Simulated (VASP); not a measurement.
# BaTiO3 (Amm2) in VASP: notebook, part 2 of 2

VASP 6.6.1.

### 4 Electric field gradients, PBEsol

This run uses another cell than the first one, of 12.87 Å³/atom.

INCAR

```
SYSTEM = BaTiO3
PREC = Accurate
ENCUT = 520
EDIFF = 1E-8
ISMEAR = -1
SIGMA = 0.05
LREAL = .False.
LASPH = .True.
NELM = 80
ALGO = Normal
ISIF = 2
LWAVE = .False.
LCHARG = .False.
GGA = PS
LEFG = .True.
NBANDS = 28
```

KPOINTS

```
regular mesh
0
Gamma
  8 8 8
  0 0 0
```

POSCAR

```
BaTiO3
1.0
    3.9841000000      0.0000000000      0.0000000000
    0.0000000000      2.8370500000      2.8458000000
    0.0000000000     -2.8370500000      2.8458000000
Ba Ti O
1 1 3
Direct
    0.0000000000      0.0000000000      0.0000000000
    0.5000000000      0.5079000000      0.5079000000
    0.0000000000      0.4921000000      0.4921000000
    0.5000000000      0.5025100000      0.9937100000
    0.5000000000      0.9937100000      0.5025100000
```

Potentials or basis: VASP PAW PBE potentials, release 64 (Ba_sv, Ti_sv, O).

Launch:

```sh
$ cat potpaw_PBE.64/Ba_sv/POTCAR potpaw_PBE.64/Ti_sv/POTCAR potpaw_PBE.64/O/POTCAR > POTCAR
$ mpirun -np 1 vasp_std > vasp.out
```

OUTCAR:

```text
SYSTEM = BaTiO3
   PREC = Accurate
   ENCUT = 520
   EDIFF = 1E-8
   ISMEAR = -1
   LREAL = .False.
   LASPH = .True.
   NELM = 80
   ISIF = 2
   GGA = PS

 ion  position               nearest neighbor table
   1  0.000  0.000  0.000-   3 2.80   4 2.82   5 2.82   4 2.82   5 2.82   4 2.84   5 2.84   5 2.84
                             4 2.84   3 2.84   3 2.84   3 2.89   2 3.44   2 3.44   2 3.47   2 3.47
   2  0.500  0.508  0.508-   4 1.95   5 1.95   3 1.99   3 1.99   5 2.07   4 2.07   1 3.44   1 3.44
                             1 3.47   1 3.47   1 3.47   1 3.47   1 3.51   1 3.51
   3  0.000  0.492  0.492-   2 1.99   2 1.99   1 2.80   1 2.84   1 2.84   1 2.89
   4  0.500  0.503  0.994-   2 1.95   2 2.07   1 2.82   1 2.82   1 2.84   1 2.84
   5  0.500  0.994  0.503-   2 1.95   2 2.07   1 2.82   1 2.82   1 2.84   1 2.84

  LATTYP: Found a base centered orthorhombic cell.
 ALAT       =     5.6741000000
 B/A-ratio  =     1.0030841896
 C/A-ratio  =     0.7021554079

  Lattice vectors:

 A1 = (   0.0000000000,   2.8370500000,  -2.8458000000)
 A2 = (   0.0000000000,   2.8370500000,   2.8458000000)
 A3 = (   3.9841000000,   0.0000000000,   0.0000000000)

Analysis of symmetry for initial positions (statically):
=====================================================================
 Subroutine PRICEL returns:
 Original cell was already a primitive cell.

 Routine SETGRP: Setting up the symmetry group for a
 base centered orthorhombic supercell.

 Subroutine GETGRP returns: Found  4 space group operations
 (whereof  4 operations were pure point group operations)
 out of a pool of  8 trial point group operations.

The static configuration has the point symmetry C_2v.

Analysis of symmetry for dynamics (positions and initial velocities):
=====================================================================
 Subroutine PRICEL returns:
 Original cell was already a primitive cell.

 Routine SETGRP: Setting up the symmetry group for a
 base centered orthorhombic supercell.

 Subroutine GETGRP returns: Found  4 space group operations
 (whereof  4 operations were pure point group operations)
 out of a pool of  8 trial point group operations.

The dynamic configuration has the point symmetry C_2v.

 Subroutine INISYM returns: Found  4 space group operations
 (whereof  4 operations are pure point group operations),
 and found     1 'primitive' translations

----------------------------------------------------------------------------------------

                                     Primitive cell

  volume of cell :      64.3327

  direct lattice vectors                    reciprocal lattice vectors
     3.984100000  0.000000000  0.000000000     0.250997716  0.000000000  0.000000000
     0.000000000  2.837050000  2.845800000     0.000000000  0.176239404  0.175697519
     0.000000000 -2.837050000  2.845800000     0.000000000 -0.176239404  0.175697519

  length of vectors
     3.984100000  4.018386535  4.018386535     0.250997716  0.248857280  0.248857280

  position of ions in fractional coordinates (direct lattice)
     0.000000000  0.000000000  0.000000000
     0.500000000  0.507900000  0.507900000
     0.000000000  0.492100000  0.492100000
     0.500000000  0.502510000  0.993710000
     0.500000000  0.993710000  0.502510000

[... 102 lines left out ...]
  Thomas-Fermi vector in A             =   2.520554
   LORBIT       =      0    0 simple, 1 ext, 2 COOP (PROOUT), +10 PAW based schemes
   GGA     = PS    functional components
   LHFCALC =     F    Hartree Fock is set to
   AEXX    =    0.0000 exact exchange contribution
   IVDW    =     0    specifies the selected vdW correction
   LEPSILON=     F    determine dielectric tensor
   LRPA    =     F    only Hartree local field effects (RPA)
 non-spin polarized calculation
  energy-cutoff  :      520.00
  volume of cell :       64.33
 maximum number of plane-waves:      1761
 NGX is ok and might be reduce to    30
   NGX = 15   NGY = 15   NGZ = 15

 number of electron      39.9999994 magnetization

 Free energy of the ion-electron system (eV)
  ---------------------------------------------------
  ext. energy  EPLUGINS =         0.00000000
  ---------------------------------------------------
  free energy    TOTEN  =       -41.97698481 eV

  energy without entropy =      -41.97698481  energy(sigma->0) =      -41.97698481

 E-fermi :   4.5695     XC(G=0): -11.4980

 val. band max:        3.6664397590   @ k =   0.5000   0.5000   0.5000
 cond. band min:       5.4124758608   @ k =   0.0000   0.0000   0.0000
 fundamental gap:      1.7460361018
 Fermi energy:         4.5694777107

 k-point     1 :       0.0000    0.0000    0.0000
  band No.  band energies     occupation
      1     -52.6800      2.00000
      2     -29.0101      2.00000
      3     -29.0079      2.00000
      4     -29.0041      2.00000
      5     -21.1062      2.00000
      6     -13.1431      2.00000
[... 733 lines left out ...]
     27      11.6404      0.00000
     28      13.2282      0.00000

 [... further k-points ...]

------------------------ aborting loop because EDIFF is reached ----------------------------------------

  FORCE on cell =-STRESS in cart. coord.  units (eV):
  Direction    XX          YY          ZZ          XY          YZ          ZX
  --------------------------------------------------------------------------------------
  -------------------------------------------------------------------------------------
  Total       -0.7479576     -1.0119454     -1.2956773      0.0000000      0.0000000      0.0000000
  in kB      -18.6275609    -25.2020622    -32.2682827      0.0000000      0.0000000      0.0000000
  external PRESSURE =     -25.3659686 kB  Pullay stress =       0.0000000 kB

 VOLUME and BASIS-vectors are now :
 -----------------------------------------------------------------------------
  energy-cutoff  :      520.00
  volume of cell :       64.33
      direct lattice vectors                 reciprocal lattice vectors
     3.984100000  0.000000000  0.000000000     0.250997716  0.000000000  0.000000000
     0.000000000  2.837050000  2.845800000     0.000000000  0.176239404  0.175697519
     0.000000000 -2.837050000  2.845800000     0.000000000 -0.176239404  0.175697519

 POSITION                                       TOTAL-FORCE (eV/Angst)
 -----------------------------------------------------------------------------------
      0.00000      0.00000      0.00000         0.000000      0.000000      0.087496
      1.99205      0.00000      2.89076         0.000000      0.000000      0.202298
      0.00000      0.00000      2.80084         0.000000      0.000000      0.100397
      1.99205     -1.39356      4.25794         0.000000      0.022038     -0.195095
      1.99205      1.39356      4.25794         0.000000     -0.022038     -0.195095
 -----------------------------------------------------------------------------------
    total drift:                                0.000000     -0.000000     -0.000108

  FREE ENERGIE OF THE ION-ELECTRON SYSTEM (eV)
  ---------------------------------------------------
  free  energy   TOTEN  =       -41.9769848102 eV

  energy  without entropy=      -41.9769848086  energy(sigma->0) =      -41.97698481

 Electric field gradients (V/A^2)
---------------------------------------------------------------------
 ion       V_xx      V_yy      V_zz      V_xy      V_xz      V_yz
---------------------------------------------------------------------
   1       0.718    -1.340     0.622    -0.000    -0.000     0.000
   2      -5.859     3.074     2.785    -0.000    -0.000     0.000
   3      22.216   -10.679   -11.537     0.000    -0.000     0.000
   4     -12.126     5.561     6.565     0.000     0.000   -16.761
   5     -12.126     5.561     6.565    -0.000     0.000    16.761
---------------------------------------------------------------------

 Electric field gradients after diagonalization (V/A^2)
 (convention: |V_zz| > |V_xx| > |V_yy|)
----------------------------------------------------------------------
 ion       V_xx      V_yy      V_zz     asymmetry (V_yy - V_xx)/ V_zz
----------------------------------------------------------------------
   1       0.718     0.622    -1.340       0.071
   2       3.074     2.785    -5.859       0.049
   3     -11.537   -10.679    22.216       0.039
   4     -12.126   -10.706    22.832       0.062
   5     -12.126   -10.706    22.832       0.062
----------------------------------------------------------------------

           NMR quadrupolar parameters

 Cq : quadrupolar parameter    Cq=e*Q*V_zz/h
 eta: asymmetry parameters     (V_yy - V_xx)/ V_zz
 Q  : nuclear electric quadrupole moment in mb (millibarn)
----------------------------------------------------------------------
 ion       Cq(MHz)       eta       Q (mb)
----------------------------------------------------------------------
   1      -0.003       0.071       1.000
   2      -0.014       0.049       1.000
   3       0.054       0.039       1.000
   4       0.055       0.062       1.000
   5       0.055       0.062       1.000
----------------------------------------------------------------------
```

Wall time 4.7 min (1 thread of Intel Xeon 8259CL, shared host); peak memory 0.31 GiB.

What came out:

```
Free energy                             : -41.9770 eV
Pressure                                : -2.5 GPa
Largest force                           : 0.202 eV/Å
Band gap on the k mesh                  : 1.75 eV (least direct gap 1.92 eV)
Largest electric field gradient by atom : Ba -1.3; Ti -5.9; O +22.2, +22.8 (each value once) V/Å²
```

Forces on the atoms (eV/Å):
```
Ba   0.000  0.000  0.087
Ti   0.000  0.000  0.202
O    0.000  0.000  0.100
O    0.000  0.022 -0.195
O    0.000 -0.022 -0.195
```

Stress tensor (GPa, compression positive):
```
-1.86  0.00  0.00
 0.00 -2.52  0.00
 0.00  0.00 -3.23
```

Levels at points of the mesh, in eV from the valence-band top:
```tsv
k point	band 17	band 18	band 19	band 20	band 21	band 22	band 23	band 24
(0.00, 0.00, 0.00)	-1.11	-0.24	-0.21	-0.18	1.75	1.77	1.85	3.96
(0.50, 0.00, 0.00)	-1.87	-1.83	-0.79	-0.75	1.93	3.52	3.55	3.95
(0.00, 0.50, 0.00)	-1.84	-1.76	-0.78	-0.73	1.95	3.49	3.50	4.00
(0.50, 0.50, 0.00)	-1.74	-0.88	-0.87	-0.09	3.50	3.55	3.93	4.75
(0.00, 0.50, 0.50)	-1.72	-0.93	-0.91	-0.13	3.49	3.52	3.90	4.86
(0.50, 0.50, 0.50)	-2.39	-0.03	0.00	0.00	4.16	4.17	4.19	6.59
```

Electric field gradients, principal values (V/Å²):
```tsv
atom	least	middle	greatest (by size)
1 Ba	0.622	0.718	-1.340
2 Ti	2.785	3.074	-5.859
3 O	-10.679	-11.537	22.216
4 O	-10.706	-12.126	22.832
5 O	-10.706	-12.126	22.832
```

Caveat: without QUAD_EFG the Cq values of the log hold for a quadrupole moment of 1 mb, not for the nuclei; the PAW data sets were made with another functional, which shifts forces and pressure a little; spin-orbit coupling is left out, which moves the levels of the heavy elements.

### 5 Overview

```csv
potentials or basis,cell,cutoff (eV),gap on the mesh (eV),pressure (GPa),largest force (eV/Å)
"VASP PAW PBE potentials, release 64 (Ba_sv, Ti_sv, O)","a = 3.997, b = 4.032, c = 4.032 Å, angles 89.8, 90.0, 90.0°, 5 atoms",520,1.73,-4.2,0.24
"VASP PAW PBE potentials, release 64 (Ba_sv, Ti_sv, O_h)","a = 3.984, b = 3.998, c = 3.998 Å, angles 90.4, 90.0, 90.0°, 5 atoms",910,1.78,-1.1,0.17
"VASP PAW PBE potentials, release 64 (Ba_sv, Ti_sv, O)","a = 3.984, b = 4.018, c = 4.018 Å, angles 89.8, 90.0, 90.0°, 5 atoms",520,1.75,-2.5,0.20
```

Alike in all rows: task electric field gradients; level PBEsol; no spin polarisation; k mesh 8 × 8 × 8; smearing fermi-dirac 0.05 eV.

Caveats: the PAW data sets were made with another functional, which shifts forces and pressure a little; spin-orbit coupling is left out, which moves the levels of the heavy elements; the cell stands under tension (at least some runs); the cutoff is under 1.25 times the usual one of these potentials, so pressure, stress and relaxed cells hold a basis-set (Pulay) error (at least some runs).

Total energies depend on the potentials used, so only differences within one code and one set of settings carry meaning.
